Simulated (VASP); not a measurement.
Input of a VASP 6.6.1 run:

The input INCAR:

```
SYSTEM = MoS2
  PREC = Accurate
  ENCUT = 520
  EDIFF = 1E-6
  ISMEAR = -1
  SIGMA = 0.03
  LREAL = .False.
  LASPH = .True.
  NELM = 100
  ALGO = Normal
  ISIF = 2
  LWAVE = .False.
  LCHARG = .False.
  NBANDS = 35
```

Contents of KPOINTS:

```
regular mesh
0
Gamma
  10 10 3
  0 0 0
```

POSCAR

```
MoS2
1.0
    3.2025984982      0.0000000000      0.0000000000
   -1.6012992491      2.7735316575      0.0000000000
    0.0000000000      0.0000000000     12.4567948700
Mo S
2 4
Direct
    0.3333333333      0.6666666667      0.2500000000
    0.6666666667      0.3333333333      0.7500000000
    0.3333333333      0.6666666667      0.6275000000
    0.6666666667      0.3333333333      0.1275000000
    0.3333333333      0.6666666667      0.8725000000
    0.6666666667      0.3333333333      0.3725000000
```

Potentials or basis: VASP PAW LDA potentials, release 64 (Mo_sv, S).

Run with:

```bash
$ cat potpaw_LDA.64/Mo_sv/POTCAR potpaw_LDA.64/S/POTCAR > POTCAR
$ mpirun -np 1 vasp_std > vasp.out
```

(1) Estimate the band gap on the k mesh.

(2) What does it give for the pressure?

(3) What does it give for the largest force?

## Answers

(1) 0.84 eV (least direct gap 1.78 eV).

(2) -4.7 GPa.

(3) 0.079 eV/Å.

Caveat: the cell stands under tension; an odd mesh through Γ misses points on the zone boundary, where band edges can lie.
